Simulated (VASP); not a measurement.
## WS2: single point with PBEsol

The system is WS2.

```
W S
1.0
     1.53163    0.88429    6.16333
    -1.53163    0.88429    6.16333
     0.00000   -1.76857    6.16333
W S
1 2
Direct
  0.00000 0.00000 0.00000
  0.75030 0.75030 0.75030
  0.58100 0.58100 0.58100
```

This cell differs from its parent crystal: strain -0.030 along x and y, +0.000 along z.

```
Program             : VASP 6.6.1
Task                : single point
Functional          : PBEsol
Potentials or basis : VASP PAW PBE potentials, release 64 (W_sv, S)
Cutoff              : 520 eV
k mesh              : 12 × 12 × 12
Occupations         : gaussian, width 0.05 eV
Spin                : no spin polarisation
```

* Pressure: 10.8 GPa
* Largest force: 1.057 eV/Å
* Band gap on the k mesh: 1.04 eV (least direct gap 2.27 eV)

Forces in eV/Å, atoms in the order of the input:
```
W    0.000  0.000 -0.693
S    0.000  0.000  1.057
S    0.000  0.000 -0.364
```

Stress tensor (GPa, compression positive):
```
12.15  0.00  0.00
 0.00 12.15  0.00
 0.00  0.00  8.19
```

Levels at points of the mesh, in eV from the valence-band top:
```
           k point  band 9  band 10  band 11  band 12  band 13  band 14  band 15  band 16  band 17  band 18
(0.00, 0.00, 0.00)   -3.39    -2.01    -2.01    -1.69    -1.42     2.61     2.61     2.96     2.96     5.37
(0.50, 0.00, 0.00)   -5.46    -4.09    -2.63    -1.71    -1.48     2.89     2.89     3.94     4.31     4.83
(0.50, 0.50, 0.00)   -5.16    -4.02    -3.28    -1.68    -1.47     2.85     3.05     3.60     4.84     5.34
(0.50, 0.50, 0.50)   -3.40    -3.40    -1.98    -1.98     0.00     2.72     2.72     2.81     2.81     5.49
```

Run time: 6.5 min on 1 thread of Intel(R) Xeon(R) Platinum 8488C (Sapphire Rapids), with other jobs on the host, peak memory 0.43 GiB.

Caveat: the cell differs from its parent crystal (strain -0.030 along x and y, +0.000 along z); the cell stands under pressure; the PAW data sets were made with another functional, which shifts forces and pressure a little; spin-orbit coupling is left out, which moves the levels of the heavy elements. A k mesh can miss the band edges.
